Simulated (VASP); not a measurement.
# W (Fd-3m) in VASP: relaxation of cell and atoms with PBEsol

Aim: the relaxation of cell and atoms of W with PBEsol.

Everything below comes from runs of VASP 6.6.1. Logs are shortened: lines on timing, memory, paths and dates and some standing lists are left out, and cuts for length are marked.

**1. The cell of the first run**

The structure is cubic, space group Fd-3m (No. 227). The conventional cell has a = 5.749 Å, b = 5.749 Å, c = 5.749 Å, α = 90.00°, β = 90.00°, γ = 90.00°. Within 3.3 Å of W (site symmetry -43m) lie 4 W at 2.49 Å.

This isn't the form of W at room conditions, which is bcc.

**2. Relaxation of cell and atoms, PBEsol**

Contents of INCAR:

```
SYSTEM = W
ALGO = Fast
EDIFF = 1E-6
EDIFFG = -0.01
ENCUT = 600
GGA = PS
IBRION = 2
ISIF = 3
ISMEAR = 0
LASPH = .True.
LCHARG = .False.
LREAL = .False.
LWAVE = .False.
NELM = 80
NSW = 100
PREC = Accurate
SIGMA = 0.1
```

Contents of KPOINTS:

```
k-points
0
Gamma
  16 16 16
  0 0 0
```

Contents of POSCAR:

```
W
1.0
    0.0000000000      2.8744922351      2.8744922351
    2.8744922351      0.0000000000      2.8744922351
    2.8744922351      2.8744922351      0.0000000000
W
2
Direct
    0.0000000000      0.0000000000      0.0000000000
    0.2500000000      0.2500000000      0.2500000000
```

Potentials or basis: VASP PAW PBE potentials, release 64 (W_sv).

The run is started by

```bash
$ cat potpaw_PBE.64/W_sv/POTCAR > POTCAR
$ mpirun -np 1 vasp_std > vasp.out
```

OUTCAR:

```text
SYSTEM = W
   EDIFF = 1E-6
   EDIFFG = -0.01
   ENCUT = 600
   GGA = PS
   IBRION = 2
   ISIF = 3
   ISMEAR = 0
   LASPH = .True.
   LREAL = .False.
   NELM = 80
   NSW = 100
   PREC = Accurate

 ion  position               nearest neighbor table
   1  0.000  0.000  0.000-   2 2.49   2 2.49   2 2.49   2 2.49
   2  0.250  0.250  0.250-   1 2.49   1 2.49   1 2.49   1 2.49

  LATTYP: Found a face centered cubic cell.
 ALAT       =     5.7489844702

  Lattice vectors:

 A1 = (   0.0000000000,   2.8744922351,   2.8744922351)
 A2 = (   2.8744922351,   0.0000000000,   2.8744922351)
 A3 = (   2.8744922351,   2.8744922351,   0.0000000000)

Analysis of symmetry for initial positions (statically):
=====================================================================
 Subroutine PRICEL returns:
 Original cell was already a primitive cell.

 Routine SETGRP: Setting up the symmetry group for a
 face centered cubic supercell.

 Subroutine GETGRP returns: Found 48 space group operations
 (whereof 24 operations were pure point group operations)
 out of a pool of 48 trial point group operations.

The static configuration has the point symmetry T_d .
 The point group associated with its full space group is O_h .

Analysis of symmetry for dynamics (positions and initial velocities):
=====================================================================
 Subroutine PRICEL returns:
 Original cell was already a primitive cell.

 Routine SETGRP: Setting up the symmetry group for a
 face centered cubic supercell.

 Subroutine GETGRP returns: Found 48 space group operations
 (whereof 24 operations were pure point group operations)
 out of a pool of 48 trial point group operations.

The dynamic configuration has the point symmetry T_d .
 The point group associated with its full space group is O_h .

 Subroutine INISYM returns: Found 48 space group operations
 (whereof 24 operations are pure point group operations),
 and found     1 'primitive' translations

----------------------------------------------------------------------------------------

                                     Primitive cell

  volume of cell :      47.5022

  direct lattice vectors                    reciprocal lattice vectors
     0.000000000  2.874492235  2.874492235    -0.173943764  0.173943764  0.173943764
     2.874492235  0.000000000  2.874492235     0.173943764 -0.173943764  0.173943764
     2.874492235  2.874492235  0.000000000     0.173943764  0.173943764 -0.173943764

  length of vectors
     4.065145904  4.065145904  4.065145904     0.301279438  0.301279438  0.301279438

  position of ions in fractional coordinates (direct lattice)
     0.000000000  0.000000000  0.000000000
     0.250000000  0.250000000  0.250000000

  ion indices of the primitive-cell ions
   primitive index   ion index
                 1           1
                 2           2

----------------------------------------------------------------------------------------

 KPOINTS: k-points

Automatic generation of k-mesh.
 Grid dimensions read from file:
 generate k-points for:   16   16   16

 Generating k-lattice:

  Cartesian coordinates                     Fractional coordinates (reciprocal lattice)
    -0.010871485  0.010871485  0.010871485     0.062500000  0.000000000  0.000000000
     0.010871485 -0.010871485  0.010871485     0.000000000  0.062500000  0.000000000
     0.010871485  0.010871485 -0.010871485     0.000000000  0.000000000  0.062500000

  Length of vectors
     0.018829965  0.018829965  0.018829965

  Shift w.r.t. Gamma in fractional coordinates (k-lattice)
     0.000000000  0.000000000  0.000000000

 Subroutine IBZKPT returns following result:
 ===========================================

 Found    145 irreducible k-points:

 Following reciprocal coordinates:
            Coordinates               Weight
  0.000000  0.000000  0.000000      1.000000
  0.062500  0.000000  0.000000      8.000000
  0.125000  0.000000  0.000000      8.000000
  0.187500  0.000000  0.000000      8.000000
  0.250000  0.000000  0.000000      8.000000
  0.312500  0.000000  0.000000      8.000000
[... 16 lines left out ...]
 -0.125000  0.062500  0.000000     24.000000
 -0.062500  0.062500  0.000000     12.000000
 [... further k-points ...]
   k-points           NKPTS =    145   k-points in BZ     NKDIM =    145   number of bands    NBANDS=     18
   number of dos      NEDOS =    301   number of ions     NIONS =      2
   total plane-waves  NPLWV =  32768
   dimension x,y,z NGX =    32 NGY =   32 NGZ =   32
   dimension x,y,z NGXF=    64 NGYF=   64 NGZF=   64
   ions per type =               2
   NGX,Y,Z   is equivalent  to a cutoff of  13.09, 13.09, 13.09 a.u.
   NGXF,Y,Z  is equivalent  to a cutoff of  26.17, 26.17, 26.17 a.u.
 SYSTEM =  W
   PREC   = accura    normal or accurate (medium, high low for compatibility)
   ISTART =      0    job   : 0-new  1-cont  2-samecut
   ICHARG =      2    charge: 1-file 2-atom 10-const
   ISPIN  =      1    spin polarized calculation?
   LNONCOLLINEAR =      F non collinear calculations
   LSORBIT =      F    spin-orbit coupling
   LASPH  =      T    aspherical Exc in radial PAW
   ENCUT  =  600.0 eV  44.10 Ry    6.64 a.u.   8.12  8.12  8.12*2*pi/ulx,y,z
   NELM   =     80;   NELMIN=  2; NELMDL= -5     # of ELM steps
   EDIFF  = 0.1E-05   stopping-criterion for ELM
   LREAL  =      F    real-space projection
   EDIFFG = -.1E-01   stopping-criterion for IOM
   NSW    =    100    number of steps for IOM
   IBRION =      2    ionic relax: 0-MD 1-quasi-New 2-CG
   NFREE  =      1    steps in history (QN), initial steepest desc. (CG)
   ISIF   =      3    stress and relaxation
   ISYM   =      2    0-nonsym 1-usesym 2-fastsym
   POTIM  = 0.5000    time-step for ionic-motion
   TEBEG  =    0.0;   TEEND  =   0.0 temperature during run
   PSTRESS=    0.0 pullay stress
   NELECT =      28.0000    total number of electrons
   NUPDOWN=      -1.0000    fix difference up-down
   EMIN   =  10.00;   EMAX   =-10.00  energy-range for DOS
   EFERMI =   0.00;   METHOD = LEGACY
   ISMEAR =     0;   SIGMA  =   0.10  broadening in eV -4-tet -1-fermi 0-gaus
   EFERMI_NEDOS =   21; number of points for ismear=-14 and -15
   IALGO  =     68    algorithm
   IMIX   =      4    mixing-type and parameters
     AMIX     =   0.40;   BMIX     =  1.00
     AMIX_MAG =   1.60;   BMIX_MAG =  1.00
  volume/ion in A,a.u.               =      23.75       160.28
  Fermi-wavevector in a.u.,A,eV,Ry     =   1.372639  2.593912 25.635256  1.884138
  Thomas-Fermi vector in A             =   2.498228
   LORBIT       =      0    0 simple, 1 ext, 2 COOP (PROOUT), +10 PAW based schemes
   GGA     = PS    functional components
   LHFCALC =     F    Hartree Fock is set to
   AEXX    =    0.0000 exact exchange contribution
   IVDW    =     0    specifies the selected vdW correction
   LEPSILON=     F    determine dielectric tensor
   LRPA    =     F    only Hartree local field effects (RPA)
 conjugate gradient relaxation of ions
 non-spin polarized calculation
 RMM-DIIS sequential band-by-band and
 Gauss-broadening in eV      SIGMA  =   0.10
  energy-cutoff  :      600.00
  volume of cell :       47.50
 maximum number of plane-waves:      1604
   NGX = 17   NGY = 17   NGZ = 17

--------------------------------------- Ionic step        1  -------------------------------------------

 number of electron      27.9999997 magnetization

 Free energy of the ion-electron system (eV)
  ---------------------------------------------------
  ext. energy  EPLUGINS =         0.00000000
  ---------------------------------------------------
  free energy    TOTEN  =       -21.95234437 eV

  energy without entropy =      -21.93692063  energy(sigma->0) =      -21.94463250

------------------------ aborting loop because EDIFF is reached ----------------------------------------

  FORCE on cell =-STRESS in cart. coord.  units (eV):
  Direction    XX          YY          ZZ          XY          YZ          ZX
  --------------------------------------------------------------------------------------
  -------------------------------------------------------------------------------------
  Total        0.3639365      0.3639365      0.3639365      0.0000000      0.0000000      0.0000000
  in kB       12.2750348     12.2750348     12.2750348      0.0000000      0.0000000      0.0000000
  external PRESSURE =      12.2750348 kB  Pullay stress =       0.0000000 kB
[... 57 lines left out ...]
  energy  without entropy=      -21.9323008312  energy(sigma->0) =      -21.94028471

--------------------------------------- Ionic step        3  -------------------------------------------

 number of electron      27.9999998 magnetization

 Free energy of the ion-electron system (eV)
  ---------------------------------------------------
  ext. energy  EPLUGINS =         0.00000000
  ---------------------------------------------------
  free energy    TOTEN  =       -21.95397490 eV

  energy without entropy =      -21.93833737  energy(sigma->0) =      -21.94615613

 E-fermi :   5.3749     XC(G=0): -11.0885

 val. band max:        5.3748028283   @ k =   0.3125   0.2500   0.0000
 cond. band min:       5.3782401973   @ k =   0.3750   0.3125   0.0000
 fundamental gap:      0.0034373690
 Fermi energy:         5.3748570374

 k-point     1 :       0.0000    0.0000    0.0000
  band No.  band energies     occupation
      1     -67.7504      2.00000
      2     -67.3940      2.00000
      3     -32.3662      2.00000
      4     -32.3662      2.00000
      5     -32.3662      2.00000
      6     -31.3727      2.00000
[... 10 lines left out ...]
     17       6.9419      0.00000
     18      10.8255      0.00000
[... 466 lines left out ...]
      2     -67.4009      2.00000
      3     -32.3864      2.00000
      4     -32.3745      2.00000
      5     -32.3598      2.00000
      6     -31.3804      2.00000
[... 10 lines left out ...]
     17       6.9768      0.00000
     18      10.6998      0.00000

 [... further k-points ...]

------------------------ aborting loop because EDIFF is reached ----------------------------------------

  FORCE on cell =-STRESS in cart. coord.  units (eV):
  Direction    XX          YY          ZZ          XY          YZ          ZX
  --------------------------------------------------------------------------------------
  -------------------------------------------------------------------------------------
  Total       -0.0134248     -0.0134248     -0.0134248      0.0000000      0.0000000      0.0000000
  in kB       -0.4486954     -0.4486954     -0.4486954      0.0000000      0.0000000      0.0000000
  external PRESSURE =      -0.4486954 kB  Pullay stress =       0.0000000 kB
[... 17 lines left out ...]
  FREE ENERGIE OF THE ION-ELECTRON SYSTEM (eV)
  ---------------------------------------------------
  free  energy   TOTEN  =       -21.9539749025 eV

  energy  without entropy=      -21.9383373662  energy(sigma->0) =      -21.94615613

 reached required accuracy - stopping structural energy minimisation
```

Wall time 3 min (1 thread of Oxide Virtual Turin-like, shared host); peak memory 0.25 GiB.

What came out:

```
Free energy                           : -21.9540 eV
Relaxed volume                        : 23.97 Å³/atom
Relaxed cell                          : a = 4.077 Å, b = 4.077 Å, c = 4.077 Å, α = 60.00°, β = 60.00°, γ = 60.00°
Space group after relaxing (to 0.1 Å) : Fd-3m (No. 227)
Energy gained by relaxing             : 0.8 meV/atom
Ionic steps                           : 3
Pressure after relaxing               : 0.0 GPa
Band gap on the k mesh                : zero (bands 14 and 15 overlap by 0.92 eV)
```

Step by step:
```csv
step,energy change (eV),largest force (eV/Å),pressure (GPa),volume (Å³)
1,0.0000,0.0000,1.23,47.50
2,0.0041,0.0000,-2.16,48.76
3,-0.0016,0.0000,-0.04,47.94
```

Final structure:
```
CELL_PARAMETERS angstrom
0.00000 2.88323 2.88323
2.88323 0.00000 2.88323
2.88323 2.88323 0.00000
ATOMIC_POSITIONS crystal
W 0.00000 0.00000 0.00000
W 0.25000 0.25000 0.25000
```

Levels at points of the mesh, in eV from the Fermi level:
| k point | band 10 | band 11 | band 12 | band 13 | band 14 | band 15 | band 16 | band 17 | band 18 |
| --- | --- | --- | --- | --- | --- | --- | --- | --- | --- |
| (0.00, 0.00, 0.00) | -1.98 | -1.98 | -1.12 | -1.12 | -1.12 | 1.57 | 1.57 | 1.57 | 5.45 |
| (0.50, 0.00, 0.00) | -1.97 | -1.76 | -1.76 | -1.30 | -1.30 | -0.41 | 2.77 | 2.77 | 4.42 |
| (0.50, 0.50, 0.00) | -2.90 | -1.29 | -1.29 | -1.22 | -1.22 | 1.06 | 1.06 | 4.72 | 4.72 |

Caveat: the PAW data sets were made with another functional, which shifts forces and pressure a little; spin-orbit coupling is left out, which moves the levels of the heavy elements.
